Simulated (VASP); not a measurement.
# MgTl2PtC6N6 (Fm-3m) in VASP: notebook

The runs below take MgTl2PtC6N6 through single point, with PBE.

Program: VASP 6.6.1. These are calculated values, not measurements. Logs are shortened: lines on timing, memory, paths and dates and some standing lists are left out, and cuts for length are marked.

## 1. The cell of the first run

Symmetry: Fm-3m, No. 225, cubic system. The conventional cell has a = 11.253 Å, b = 11.253 Å, c = 11.253 Å, α = 90.00°, β = 90.00°, γ = 90.00°. Within 3.0 Å of Mg (site symmetry m-3m) lie 6 C at 2.26 Å. Within 5.3 Å of Tl (site symmetry -43m) lie 12 C at 4.02 Å and 12 N at 4.03 Å and 4 Mg at 4.87 Å and 4 Pt at 4.87 Å. Pt (site symmetry m-3m) has 6 N at 2.20 Å within 2.9 Å. C (site symmetry 4mm) has 1 N at 1.17 Å within 1.6 Å. N (site symmetry 4mm) has 1 C at 1.17 Å within 1.6 Å.

## 2. Single point, PBE, collinear spin

The input, INCAR:

```
PREC = Accurate
ENCUT = 520
EDIFF = 1E-7
ISMEAR = 0
SIGMA = 0.1
LREAL = Auto
LASPH = T
NELM = 150
ALGO = Normal
ISIF = 2
LWAVE = F
LCHARG = F
ISPIN = 2
MAGMOM = 0 0 0 1 0 0 0 0 0 0 0 0 0 0 0 0
LORBIT = 11
LMAXMIX = 4
GGA = PE
NBANDS = 64
```

The input, KPOINTS:

```
Automatic mesh
0
Gamma
  4 4 4
```

The input, POSCAR:

```
MgTl2PtC6N6
1.0
    0.0000000000      5.6263717667      5.6263717667
    5.6263717667      0.0000000000      5.6263717667
    5.6263717667      5.6263717667      0.0000000000
Mg Tl Pt C N
1 2 1 6 6
Direct
    0.0000000000      0.0000000000      0.0000000000
    0.2500000000      0.2500000000      0.2500000000
    0.7500000000      0.7500000000      0.7500000000
    0.5000000000      0.5000000000      0.5000000000
    0.7992717611      0.2007282389      0.2007282389
    0.2007282389      0.7992717611      0.2007282389
    0.2007282389      0.2007282389      0.7992717611
    0.2007282389      0.7992717611      0.7992717611
    0.7992717611      0.2007282389      0.7992717611
    0.7992717611      0.7992717611      0.2007282389
    0.6951287637      0.3048712363      0.3048712363
    0.3048712363      0.6951287637      0.3048712363
    0.3048712363      0.3048712363      0.6951287637
    0.3048712363      0.6951287637      0.6951287637
    0.6951287637      0.3048712363      0.6951287637
    0.6951287637      0.6951287637      0.3048712363
```

Potentials or basis: VASP PAW PBE potentials, release 64 (Mg, Tl_d, Pt, C, N).

The run is started by

```console
> cat potpaw_PBE.64/Mg/POTCAR potpaw_PBE.64/Tl_d/POTCAR potpaw_PBE.64/Pt/POTCAR potpaw_PBE.64/C/POTCAR potpaw_PBE.64/N/POTCAR > POTCAR
> mpirun -np 1 vasp_std > vasp.out
```

OUTCAR:

```text
PREC = Accurate
   ENCUT = 520
   EDIFF = 1E-7
   ISMEAR = 0
   LREAL = Auto
   LASPH = T
   NELM = 150
   ISIF = 2
   ISPIN = 2
   LORBIT = 11
   GGA = PE

 ion  position               nearest neighbor table
   1  0.000  0.000  0.000-   5 2.26   6 2.26   7 2.26   8 2.26   9 2.26  10 2.26
   2  0.250  0.250  0.250-
   3  0.750  0.750  0.750-
   4  0.500  0.500  0.500-  11 2.20  12 2.20  13 2.20  14 2.20  15 2.20  16 2.20
   5  0.799  0.201  0.201-  11 1.17   1 2.26
   6  0.201  0.799  0.201-  12 1.17   1 2.26
   7  0.201  0.201  0.799-  13 1.17   1 2.26
   8  0.201  0.799  0.799-  14 1.17   1 2.26
   9  0.799  0.201  0.799-  15 1.17   1 2.26
  10  0.799  0.799  0.201-  16 1.17   1 2.26
  11  0.695  0.305  0.305-   5 1.17   4 2.20
  12  0.305  0.695  0.305-   6 1.17   4 2.20
  13  0.305  0.305  0.695-   7 1.17   4 2.20
  14  0.305  0.695  0.695-   8 1.17   4 2.20
  15  0.695  0.305  0.695-   9 1.17   4 2.20
  16  0.695  0.695  0.305-  10 1.17   4 2.20

  LATTYP: Found a face centered cubic cell.
 ALAT       =    11.2527435334

  Lattice vectors:

 A1 = (   0.0000000000,   5.6263717667,   5.6263717667)
 A2 = (   5.6263717667,   0.0000000000,   5.6263717667)
 A3 = (   5.6263717667,   5.6263717667,   0.0000000000)

Analysis of symmetry for initial positions (statically):
=====================================================================
 Subroutine PRICEL returns:
 Original cell was already a primitive cell.

 Routine SETGRP: Setting up the symmetry group for a
 face centered cubic supercell.

 Subroutine GETGRP returns: Found 48 space group operations
 (whereof 48 operations were pure point group operations)
 out of a pool of 48 trial point group operations.

The static configuration has the point symmetry O_h .

Analysis of symmetry for dynamics (positions and initial velocities):
=====================================================================
 Subroutine PRICEL returns:
 Original cell was already a primitive cell.

 Routine SETGRP: Setting up the symmetry group for a
 face centered cubic supercell.

 Subroutine GETGRP returns: Found 48 space group operations
 (whereof 48 operations were pure point group operations)
 out of a pool of 48 trial point group operations.

The dynamic configuration has the point symmetry O_h .

Analysis of structural, dynamic, and magnetic symmetry:
=====================================================================
 Subroutine PRICEL returns:
 Original cell was already a primitive cell.

 Routine SETGRP: Setting up the symmetry group for a
 face centered cubic supercell.

 Subroutine GETGRP returns: Found 48 space group operations
 (whereof 48 operations were pure point group operations)
 out of a pool of 48 trial point group operations.

The overall configuration has the point symmetry O_h .

 Subroutine INISYM returns: Found 48 space group operations
 (whereof 48 operations are pure point group operations),
 and found     1 'primitive' translations

----------------------------------------------------------------------------------------

                                     Primitive cell

  volume of cell :     356.2175

  direct lattice vectors                    reciprocal lattice vectors
     0.000000000  5.626371767  5.626371767    -0.088867217  0.088867217  0.088867217
     5.626371767  0.000000000  5.626371767     0.088867217 -0.088867217  0.088867217
     5.626371767  5.626371767  0.000000000     0.088867217  0.088867217 -0.088867217

  length of vectors
     7.956891259  7.956891259  7.956891259     0.153922535  0.153922535  0.153922535

  position of ions in fractional coordinates (direct lattice)
     0.000000000  0.000000000  0.000000000
     0.250000000  0.250000000  0.250000000
[... 65 lines left out ...]
  0.250000  0.250000  0.000000      6.000000
  0.500000  0.250000  0.000000     24.000000
 -0.250000  0.250000  0.000000     12.000000
  0.500000  0.500000  0.000000      3.000000
 -0.250000  0.500000  0.250000      6.000000
   k-points           NKPTS =      8   k-points in BZ     NKDIM =      8   number of bands    NBANDS=     64
   number of dos      NEDOS =    301   number of ions     NIONS =     16
   total plane-waves  NPLWV = 216000
   dimension x,y,z NGX =    60 NGY =   60 NGZ =   60
   dimension x,y,z NGXF=   120 NGYF=  120 NGZF=  120
   ions per type =               1   2   1   6   6
   NGX,Y,Z   is equivalent  to a cutoff of  12.54, 12.54, 12.54 a.u.
   NGXF,Y,Z  is equivalent  to a cutoff of  25.07, 25.07, 25.07 a.u.
 SYSTEM =  unknown system
   PREC   = accura    normal or accurate (medium, high low for compatibility)
   ISTART =      0    job   : 0-new  1-cont  2-samecut
   ICHARG =      2    charge: 1-file 2-atom 10-const
   ISPIN  =      2    spin polarized calculation?
   LNONCOLLINEAR =      F non collinear calculations
   LSORBIT =      F    spin-orbit coupling
   LASPH  =      T    aspherical Exc in radial PAW
   ENCUT  =  520.0 eV  38.22 Ry    6.18 a.u.  14.79 14.79 14.79*2*pi/ulx,y,z
   NELM   =    150;   NELMIN=  2; NELMDL= -5     # of ELM steps
   EDIFF  = 0.1E-06   stopping-criterion for ELM
   LREAL  =      T    real-space projection
   EDIFFG = 0.1E-05   stopping-criterion for IOM
   NSW    =      0    number of steps for IOM
   IBRION =     -1    ionic relax: 0-MD 1-quasi-New 2-CG
   NFREE  =      0    steps in history (QN), initial steepest desc. (CG)
   ISIF   =      2    stress and relaxation
   ISYM   =      2    0-nonsym 1-usesym 2-fastsym
   POTIM  = 0.5000    time-step for ionic-motion
   TEBEG  =    0.0;   TEEND  =   0.0 temperature during run
   PSTRESS=    0.0 pullay stress
   NELECT =      92.0000    total number of electrons
   NUPDOWN=      -1.0000    fix difference up-down
   EMIN   =  10.00;   EMAX   =-10.00  energy-range for DOS
   EFERMI =   0.00;   METHOD = LEGACY
   ISMEAR =     0;   SIGMA  =   0.10  broadening in eV -4-tet -1-fermi 0-gaus
   EFERMI_NEDOS =   21; number of points for ismear=-14 and -15
   IALGO  =     38    algorithm
   IMIX   =      4    mixing-type and parameters
     AMIX     =   0.40;   BMIX     =  1.00
     AMIX_MAG =   1.60;   BMIX_MAG =  1.00
  volume/ion in A,a.u.               =      22.26       150.24
  Fermi-wavevector in a.u.,A,eV,Ry     =   1.042555  1.970143 14.788460  1.086921
  Thomas-Fermi vector in A             =   2.177225
   LORBIT       =     11    0 simple, 1 ext, 2 COOP (PROOUT), +10 PAW based schemes
   GGA     = PE    functional components
   LHFCALC =     F    Hartree Fock is set to
   AEXX    =    0.0000 exact exchange contribution
   IVDW    =     0    specifies the selected vdW correction
   LEPSILON=     F    determine dielectric tensor
   LRPA    =     F    only Hartree local field effects (RPA)
 spin polarized calculation
 Gauss-broadening in eV      SIGMA  =   0.10
  energy-cutoff  :      520.00
  volume of cell :      356.22
 maximum number of plane-waves:      9620
   NGX = 29   NGY = 29   NGZ = 29

 number of electron      92.0000005 magnetization       1.9999675

 Free energy of the ion-electron system (eV)
  ---------------------------------------------------
  ext. energy  EPLUGINS =         0.00000000
  ---------------------------------------------------
  free energy    TOTEN  =      -109.76063288 eV

  energy without entropy =     -109.76061640  energy(sigma->0) =     -109.76062464

 E-fermi :   2.0746     XC(G=0):  -7.4917

 val. band max:        1.8230775182   @ k =   0.5000   0.5000   0.0000
 cond. band min:       2.3096622012   @ k =   0.5000   0.5000   0.0000
 fundamental gap:      0.4865846830
 Fermi energy:         2.0745565524

 spin component 1

 k-point     1 :       0.0000    0.0000    0.0000
  band No.  band energies     occupation
      1     -17.0978      1.00000
      2     -16.9395      1.00000
      3     -16.9394      1.00000
      4     -16.9394      1.00000
      5     -16.9193      1.00000
      6     -16.9193      1.00000
[... 477 lines left out ...]
     57       5.1361      0.00000
     58       5.1361      0.00000
 Fermi energy:         2.0745565524

 spin component 2

 k-point     1 :       0.0000    0.0000    0.0000
  band No.  band energies     occupation
      1     -16.9995      1.00000
      2     -16.8436      1.00000
      3     -16.8435      1.00000
      4     -16.8435      1.00000
      5     -16.8189      1.00000
      6     -16.8189      1.00000
[... 477 lines left out ...]
     57       5.1800      0.00000
     58       5.1800      0.00000
 [bands above 58 left out]

------------------------ aborting loop because EDIFF is reached ----------------------------------------

  FORCE on cell =-STRESS in cart. coord.  units (eV):
  Direction    XX          YY          ZZ          XY          YZ          ZX
  --------------------------------------------------------------------------------------
  -------------------------------------------------------------------------------------
  Total        1.2899258      1.2899258      1.2899258      0.0000000      0.0000000      0.0000000
  in kB        5.8017639      5.8017639      5.8017639      0.0000000      0.0000000      0.0000000
  external PRESSURE =       5.8017639 kB  Pullay stress =       0.0000000 kB

 VOLUME and BASIS-vectors are now :
 -----------------------------------------------------------------------------
  energy-cutoff  :      520.00
  volume of cell :      356.22
      direct lattice vectors                 reciprocal lattice vectors
     0.000000000  5.626371767  5.626371767    -0.088867217  0.088867217  0.088867217
     5.626371767  0.000000000  5.626371767     0.088867217 -0.088867217  0.088867217
     5.626371767  5.626371767  0.000000000     0.088867217  0.088867217 -0.088867217

 POSITION                                       TOTAL-FORCE (eV/Angst)
 -----------------------------------------------------------------------------------
      0.00000      0.00000      0.00000        -0.000000     -0.000000      0.000000
      2.81319      2.81319      2.81319        -0.000000     -0.000000     -0.000000
      8.43956      8.43956      8.43956        -0.000000      0.000000      0.000000
      5.62637      5.62637      5.62637        -0.000000      0.000000      0.000000
      2.25874      5.62637      5.62637        -0.397033      0.000000      0.000000
      5.62637      2.25874      5.62637        -0.000000     -0.397033      0.000000
[... 8 lines left out ...]
      5.62637      7.82211      5.62637        -0.000000     -0.391713      0.000000
      5.62637      5.62637      7.82211        -0.000000      0.000000     -0.391713
 -----------------------------------------------------------------------------------
    total drift:                               -0.000000     -0.000000     -0.000000

  FREE ENERGIE OF THE ION-ELECTRON SYSTEM (eV)
  ---------------------------------------------------
  free  energy   TOTEN  =      -109.7606328813 eV

  energy  without entropy=     -109.7606164016  energy(sigma->0) =     -109.76062464

 total charge

# of ion       s       p       d       tot
------------------------------------------
    1        0.134   0.166   0.057   0.357
    2        1.328   0.022   9.671  11.021
    3        1.328   0.022   9.671  11.021
    4        0.468   0.544   7.959   8.971
    5        0.979   1.598   0.000   2.577
    6        0.979   1.598   0.000   2.577
[... 8 lines left out ...]
   15        1.308   2.562   0.000   3.870
   16        1.308   2.562   0.000   3.870
--------------------------------------------------
tot         16.977  25.716  27.357  70.050

 magnetization (x)

# of ion       s       p       d       tot
------------------------------------------
    1        0.001   0.002   0.001   0.004
    2       -0.000   0.002  -0.000   0.002
    3       -0.000   0.002  -0.000   0.002
    4        0.003  -0.003   1.359   1.359
    5        0.004   0.005   0.000   0.008
    6        0.004   0.005   0.000   0.008
[... 8 lines left out ...]
   15        0.025   0.065   0.000   0.090
   16        0.025   0.065   0.000   0.090
--------------------------------------------------
tot          0.174   0.421   1.360   1.955
```

It took 8.8 min on 1 thread of Intel Xeon Platinum 8488C (Sapphire Rapids), shared host; peak memory 0.8 GiB.

What came out:

- Free energy: -109.7606 eV
- Pressure: 0.6 GPa
- Largest force: 0.397 eV/Å
- Band gap on the k mesh: 0.49 eV
- Net moment: 2.00 μB per cell
- Site moments: Mg +0.00; Tl +0.00; Pt +1.36; C +0.01; N +0.09 μB
- Valence electrons inside the program's atomic spheres: Mg 0.36; Tl 11.02; Pt 8.97; C 2.58; N 3.87

Forces on the atoms (eV/Å):
```
Mg   0.000  0.000  0.000
Tl   0.000  0.000  0.000
Tl   0.000  0.000  0.000
Pt   0.000  0.000  0.000
C   -0.397  0.000  0.000
C    0.000 -0.397  0.000
C    0.000  0.000 -0.397
C    0.397  0.000  0.000
C    0.000  0.397  0.000
C    0.000  0.000  0.397
N    0.392  0.000  0.000
N    0.000  0.392  0.000
N    0.000  0.000  0.392
N   -0.392  0.000  0.000
N    0.000 -0.392  0.000
N    0.000  0.000 -0.392
```

Caveat: spin-orbit coupling is left out, which moves the levels of the heavy elements. A k mesh can miss the band edges.

(Continued in part 2 of 2.)
